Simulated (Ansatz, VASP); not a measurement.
# One calculation of PbF2, two programs

The input INCAR:

```
PREC     = Accurate       # precision mode
ENCUT    = 520            # plane-wave cutoff, eV
EDIFF    = 1E-8           # SCF threshold, eV
ISMEAR   = 0              # smearing method
SIGMA    = 0.05           # smearing width, eV
LREAL    = False          # projectors in reciprocal space
LASPH    = True           # aspherical terms in the spheres
NELM     = 60             # most SCF steps
ALGO     = Normal         # electronic algorithm
ISIF     = 2              # what is computed and relaxed
LWAVE    = False          # write WAVECAR
LCHARG   = False          # write CHGCAR
GGA      = PS             # functional
LEFG     = True         
NBANDS   = 21             # bands
```

Contents of KPOINTS:

```
regular mesh
0
Gamma
  10 10 10
```

The input POSCAR:

```
PbF2
1.0
    0.0000000000      2.9489863356      2.9489863356
    2.9489863356      0.0000000000      2.9489863356
    2.9489863356      2.9489863356      0.0000000000
Pb F
1 2
Direct
    0.0000000000      0.0000000000      0.0000000000
    0.2500000000      0.2500000000      0.2500000000
    0.7500000000      0.7500000000      0.7500000000
```

Input for Ansatz:

```yaml
crystal:
  lattice:
    - [0.0, 2.9489863356, 2.9489863356]
    - [2.9489863356, 0.0, 2.9489863356]
    - [2.9489863356, 2.9489863356, 0.0]
  atoms:
    - { symbol: Pb, position: [0.0, 0.0, 0.0] }
    - { symbol: F, position: [0.25, 0.25, 0.25] }
    - { symbol: F, position: [0.75, 0.75, 0.75] }
basis:
  ecutwfc: 420
  ecutrho_ratio: 4
kpoints:
  mp_grid: { grid: [10, 10, 10] }
hamiltonian:
  xc: pbesol
scf:
  occupations: { method: gaussian, width: 0.05 }
  n_extra_bands: 25
output:
  forces: true
  stress: true
  eigenvalues: true
  optics: { de: 0.05 }
  efg: {}
```

Alike in both runs: task electric field gradients; functional PBEsol; k mesh 10 × 10 × 10; occupations gaussian, width 0.05 eV; no spin polarisation.

|  | VASP | Ansatz |
| --- | --- | --- |
| version | VASP 6.6.1 | Ansatz 0.2.0 |
| potentials or method | VASP PAW PBE potentials, release 64 (Pb_d, F), cutoff 520 eV | scalar-relativistic, plane waves, PAW |
| valence electrons in the cell | 28 | 28 |

Ansatz gave:

| Property | Result |
| --- | --- |
| gap on the k mesh at the Fermi level (eV) | 4.32 |
| least direct gap on the mesh (eV) | 4.46 |
| pressure (GPa) | 0.0 |

Q: Which values does VASP return?

A: gap on the k mesh at the Fermi level (eV): 4.31; least direct gap on the mesh (eV): 4.45; pressure (GPa): -0.2.

VASP's potentials were made for PBE, not for PBEsol.

Spin-orbit coupling is off throughout.
